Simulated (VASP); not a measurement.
SrO, 2 atoms in the cell. It takes space group I4mm (No. 107, tetragonal). Conventional cell: a = 3.634 Å, b = 3.634 Å, c = 5.140 Å, α = 90.00°, β = 90.00°, γ = 90.00°. Within 3.0 Å of Sr (site symmetry 4mm) lie 6 O at 2.26 to 2.88 Å. Within 3.0 Å of O (site symmetry 4mm) lie 6 Sr at 2.26 to 2.88 Å.  This cell differs from its parent crystal: all Sr atoms moved +0.312 Å, as atom 1 towards its neighbour atom 2 (O) at 2.570 Å.

```yaml
Program: VASP 6.6.1
Task: single point
Functional: PBE
Potentials_or_basis: VASP PAW PBE potentials, release 64 (Sr_sv, O)
Cutoff: 520 eV
k_mesh: 8 × 8 × 8
Occupations: gaussian, width 0.05 eV
Spin: no spin polarisation
Dipole_correction: no
Further_INCAR_settings: ALGO = Normal; EDIFF = 1e-06; NBANDS = 15
```

Potentials or basis: VASP PAW PBE potentials, release 64 (Sr_sv, O).

Run with:

```bash
$ cat potpaw_PBE.64/Sr_sv/POTCAR potpaw_PBE.64/O/POTCAR > POTCAR
$ mpirun -np 1 vasp_std > vasp.out
```

Hardware: 1 thread of Intel(R) Xeon(R) Platinum 8259CL CPU @ 2.50GHz (Skylake/Cascade Lake), with other jobs on the host.

How long does it take, and how much memory?

Run time: 30 s on 1 thread of Intel(R) Xeon(R) Platinum 8259CL CPU @ 2.50GHz (Skylake/Cascade Lake) (shared host), peak memory 0.18 GiB. Counts: scf iterations 13, k points 59.
